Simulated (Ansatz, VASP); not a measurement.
# TiO2: VASP beside Ansatz

```
Ti O
1.0
     4.59984    0.00000    0.00000
     0.00000    4.59984    0.00000
     0.00000    0.00000    2.95921
Ti O
2 4
Cartesian
  2.2999 2.2999 0.0000
  0.0000 0.0000 1.4796
  3.2000 3.2000 1.4796
  3.6997 0.9001 0.0000
  0.9001 3.6997 0.0000
  1.3998 1.3998 1.4796
```

Alike in both runs: task relaxation of cell and atoms; functional PBE; k mesh 6 × 6 × 10; occupations gaussian, width 0.02 eV; no spin polarisation.

|  | VASP | Ansatz |
| --- | --- | --- |
| version | VASP 6.6.1 | Ansatz 0.2.0 |
| potentials or method | VASP PAW PBE potentials, release 64 (Ti_sv, O), cutoff 600 eV | scalar-relativistic, plane waves, PAW |
| valence electrons in the cell | 48 | 48 |

|  | VASP | Ansatz | Ansatz less VASP |
| --- | --- | --- | --- |
| gap on the k mesh at the Fermi level, each at its own relaxed structure (eV) | 1.83 | 1.86 | +0.034 |
| relaxed volume (Å³/atom) | 10.67 | 10.65 | -0.018 |
| relaxed cell length with the largest relative difference (Å) | 2.967 | 2.964 | -0.0030 |
